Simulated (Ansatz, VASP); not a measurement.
Two plane-wave programs on Mg2WO4

The input INCAR:

```
SYSTEM = Mg2WO4
  PREC = Accurate
  ENCUT = 600
  EDIFF = 1E-7
  ISMEAR = 0
  SIGMA = 0.1
  LREAL = .FALSE.
  LASPH = .TRUE.
  NELM = 60
  ALGO = Normal
  ISIF = 3
  LWAVE = .FALSE.
  LCHARG = .FALSE.
  GGA = PE
  IBRION = 2
  NSW = 90
  EDIFFG = -0.04
```

KPOINTS

```
Automatic mesh
0
G
  4 4 4
  0 0 0
```

Contents of POSCAR:

```
Mg2WO4
1.0
    0.0000000000      3.5525981000      3.5525981000
    3.5525981000      0.0000000000      3.5525981000
    3.5525981000      3.5525981000      0.0000000000
Mg W O
2 1 4
Direct
    0.0000000000      0.0000000000      0.0000000000
    0.7500000000      0.7500000000      0.7500000000
    0.5000000000      0.5000000000      0.5000000000
    0.3384424900      0.3384424900      0.3384424900
    0.3384424900      0.3384424900      0.9846725400
    0.3384424900      0.9846725400      0.3384424900
    0.9846725400      0.3384424900      0.3384424900
```

Input for Ansatz:

```yaml
crystal:
  lattice:
    - [0.0, 3.5525981, 3.5525981]
    - [3.5525981, 0.0, 3.5525981]
    - [3.5525981, 3.5525981, 0.0]
  atoms:
    - { symbol: Mg, position: [0.0, 0.0, 0.0] }
    - { symbol: Mg, position: [0.75, 0.75, 0.75] }
    - { symbol: W, position: [0.5, 0.5, 0.5] }
    - { symbol: O, position: [0.33844249, 0.33844249, 0.33844249] }
    - { symbol: O, position: [0.33844249, 0.33844249, 0.98467254] }
    - { symbol: O, position: [0.33844249, 0.98467254, 0.33844249] }
    - { symbol: O, position: [0.98467254, 0.33844249, 0.33844249] }
basis:
  ecutwfc: 420
kpoints:
  mp_grid: { grid: [4, 4, 4] }
hamiltonian:
  xc: pbe
scf:
  occupations: { method: gaussian, width: 0.1 }
  lower_state_search: "off"
output:
  forces: true
  stress: true
  eigenvalues: true
relax:
  adjacent_minimum: "off"
  f_tol: 0.04
  max_steps: 70
  cell: { stress_tol: 0.4 }
```

Alike in both runs: task relaxation of cell and atoms; functional PBE; k mesh 4 × 4 × 4; occupations gaussian, width 0.1 eV; no spin polarisation.

|  | VASP | Ansatz |
| --- | --- | --- |
| version | VASP 6.6.1 | Ansatz 0.2.0 |
| potentials or method | VASP PAW PBE potentials, release 64 (Mg, W_sv, O), cutoff 600 eV | scalar-relativistic, plane waves, PAW |
| valence electrons in the cell | 42 | 58 |

|  | VASP | Ansatz | Ansatz less VASP |
| --- | --- | --- | --- |
| gap on the k mesh at the Fermi level, each at its own relaxed structure (eV) | none | none | - |
| relaxed volume (Å³/atom) | 18.26 | 18.24 | -0.021 |
| relaxed cell length with the largest relative difference (Å) | 5.654 | 5.652 | -0.0021 |

A gap of «none» marks a metal or a gap that the smearing closes. VASP's potentials hold 42 valence electrons a cell and Ansatz's 58, so a difference there can come from the potentials and not from the codes.

The k mesh is coarse, so the values compare programs but aren't converged. Neither program's run includes spin-orbit coupling. Noted on VASP's run: the volume moved by over 15 % at a fixed basis, so the end points are rough.
